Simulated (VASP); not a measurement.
Input of a VASP 6.6.1 run:

INCAR

```
SYSTEM = Ti
ALGO = Fast
EDIFF = 1E-6
ENCUT = 520
ISIF = 2
ISMEAR = 0
LASPH = .TRUE.
LCHARG = .FALSE.
LREAL = .FALSE.
LWAVE = .FALSE.
NBANDS = 12
NELM = 80
PREC = Accurate
SIGMA = 0.15
```

Contents of KPOINTS:

```
k-points
0
G
  20 20 20
  0 0 0
```

File POSCAR:

```
Ti
1.0
   -1.7271525000      1.7271525000      1.6410000000
    1.7271525000     -1.7271525000      1.6410000000
    1.7271525000      1.7271525000     -1.6410000000
Ti
1
Direct
    0.0000000000      0.0000000000      0.0000000000
```

Potentials or basis: VASP PAW LDA potentials, release 64 (Ti_sv).

Command:

```bash
$ cat potpaw_LDA.64/Ti_sv/POTCAR > POTCAR
$ mpirun -np 1 vasp_std > vasp.out
```

(1) Predict the band gap on the k mesh.

(2) Predict the pressure.

## Answers

(1) zero (band 6 reaches 7.51 eV, above the bottom of band 7 at 6.09 eV).

(2) -17.5 GPa.

Caveat: the cell differs from its parent crystal (strain +0.0525 x Voigt [1, 1, 0, 0, 0, 0]).
